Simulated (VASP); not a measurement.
Wanted: the native input for a VASP 6.6.1 run.

- Task: single point
- Functional: PBE
- Potentials or basis: VASP PAW PBE potentials, release 64 (Zr_sv, Ta_pv, O)
- Cutoff: 600 eV
- k mesh: 4 × 4 × 4
- Occupations: gaussian, width 0.2 eV
- Spin: no spin polarisation
- Dipole correction: no
- Further INCAR settings: ALGO = Normal; EDIFF = 1e-06; NBANDS = 44

The structure of Zr2Ta3O2 lies in POSCAR:

```
Zr2Ta3O2
1.0
    3.0013741237      1.7328441564      4.6855152115
   -3.0013741237      1.7328441564      4.6855152115
    0.0000000000     -3.4656883184      4.6855152093
Zr Ta O
2 3 2
Direct
    0.0000000000      0.0000000000      0.0000000000
    0.5000000000      0.5000000000      0.5000000000
    0.0000000000      0.0000000000      0.5000000000
    0.5000000000      0.0000000000      0.0000000000
    0.0000000000      0.5000000000      0.0000000000
    0.7540674444      0.7540674444      0.7540674444
    0.2459325556      0.2459325556      0.2459325556
```

The cell was built from a structure type or drawn by symmetry, and may not be a known phase.

These files were run (other wordings do the same):

INCAR

```
SYSTEM = Zr2Ta3O2
ALGO     = Normal         ! electronic algorithm
EDIFF    = 1E-6           ! SCF threshold, eV
ENCUT    = 600            ! plane-wave cutoff, eV
GGA      = PE             ! functional
GGA_COMPAT= .FALSE.      
ISIF     = 2              ! what is computed and relaxed
ISMEAR   = 0              ! smearing method
LASPH    = .TRUE.         ! aspherical terms in the spheres
LCHARG   = .FALSE.        ! write CHGCAR
LREAL    = .FALSE.        ! projectors in reciprocal space
LWAVE    = .FALSE.        ! write WAVECAR
NBANDS   = 44             ! bands
NELM     = 120            ! most SCF steps
PREC     = Accurate       ! precision mode
SIGMA    = 0.2            ! smearing width, eV
```

KPOINTS

```
k-points
0
G
  4 4 4
  0 0 0
```

Potentials or basis: VASP PAW PBE potentials, release 64 (Zr_sv, Ta_pv, O).

The run is started by

```bash
$ cat potpaw_PBE.64/Zr_sv/POTCAR potpaw_PBE.64/Ta_pv/POTCAR potpaw_PBE.64/O/POTCAR > POTCAR
$ mpirun -np 1 vasp_std > vasp.out
```

It gave:

- Pressure: 0.2 GPa
- Largest force: 0.070 eV/Å
- Band gap on the k mesh: zero (an odd number of electrons rules out a gap without spin polarisation)

Caveat: spin-orbit coupling is left out, which moves the levels of the heavy elements; an odd number of electrons without spin polarisation forces a metal; a magnetic or distorted state may lie lower.

Wall time 2.8 min on 1 thread of Intel Xeon 8259CL, on a shared host, peak memory 0.37 GiB.
